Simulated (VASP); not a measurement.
Runs of VASP 6.6.1 on BN (Qingsongite). The structure is that of space group F-43m (No. 216), or close to it. The cells are those of the table. 

| cell | gap on the mesh (eV) | pressure (GPa) |
| --- | --- | --- |
| a = 2.509 Å, angles 60.0°, 2 atoms | 4.52 | (a) |
| a = 2.594 Å, angles 60.0°, 2 atoms | 4.41 | -12.5 |
| a = 2.464 Å, angles 60.0°, 2 atoms | (b) | 54.9 |
| a = 2.635 Å, angles 60.0°, 2 atoms | 4.36 | (c) |

Alike in all rows: task single point; level PBE; potentials or basis VASP PAW PBE potentials, release 64 (B, N); no spin polarisation; k mesh 8 × 8 × 8; cutoff (eV) 520; smearing gaussian 0.01 eV.

Question: Fill in the values left out.

Answer: (a) 27.1; (b) 4.57; (c) -26.4.

A k mesh can miss the band edges.
